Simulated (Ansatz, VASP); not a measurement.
**One calculation of SrTiO3, two programs**

Contents of INCAR:

```
SYSTEM = SrTiO3
PREC = Accurate
ENCUT = 600
EDIFF = 1E-7
ISMEAR = 0
SIGMA = 0.02
LREAL = .False.
LASPH = .True.
NELM = 60
ALGO = Normal
ISIF = 3
LWAVE = .False.
LCHARG = .False.
GGA = PE
IBRION = 2
NSW = 100
EDIFFG = -0.01
```

The input KPOINTS:

```
regular mesh
0
Gamma
  8 8 8
  0 0 0
```

Contents of POSCAR:

```
SrTiO3
1.0
    3.9127013100      0.0000000000      0.0000000000
    0.0000000000      3.9127013100      0.0000000000
    0.0000000000      0.0000000000      3.9127013100
Sr Ti O
1 1 3
Direct
    0.0000000000      0.0000000000      0.0000000000
    0.5000000000      0.5000000000      0.5000000000
    0.5000000000      0.0000000000      0.5000000000
    0.5000000000      0.5000000000      0.0000000000
    0.0000000000      0.5000000000      0.5000000000
```

Input for Ansatz:

```yaml
crystal:
  lattice:
    - [3.91270131, 0.0, 0.0]
    - [0.0, 3.91270131, 0.0]
    - [0.0, 0.0, 3.91270131]
  atoms:
    - { symbol: Sr, position: [0.0, 0.0, 0.0] }
    - { symbol: Ti, position: [0.5, 0.5, 0.5] }
    - { symbol: O, position: [0.5, 0.0, 0.5] }
    - { symbol: O, position: [0.5, 0.5, 0.0] }
    - { symbol: O, position: [0.0, 0.5, 0.5] }
basis:
  ecutwfc: 420
kpoints:
  mp_grid: { grid: [8, 8, 8] }
hamiltonian:
  xc: pbe
scf:
  occupations: { method: gaussian, width: 0.02 }
output:
  forces: true
  stress: true
  eigenvalues: true
relax:
  adjacent_minimum: "off"
  f_tol: 0.01
  max_steps: 80
  cell: { stress_tol: 0.05 }
```

Alike in both runs: task relaxation of cell and atoms; functional PBE; k mesh 8 × 8 × 8; occupations gaussian, width 0.02 eV; no spin polarisation.

```csv
,VASP,Ansatz
version,VASP 6.6.1,Ansatz 0.2.0
potentials or method,"VASP PAW PBE potentials, release 64 (Sr_sv, Ti_sv, O), cutoff 600 eV","scalar-relativistic, plane waves, PAW"
valence electrons in the cell,40,40
```

|  | VASP | Ansatz | Ansatz less VASP |
| --- | --- | --- | --- |
| gap on the k mesh at the Fermi level, each at its own relaxed structure (eV) | 1.81 | 1.84 | +0.035 |
| relaxed volume (Å³/atom) | 12.23 | 12.20 | -0.033 |
| relaxed cell length with the largest relative difference (Å) | 3.940 | 3.936 | -0.0036 |
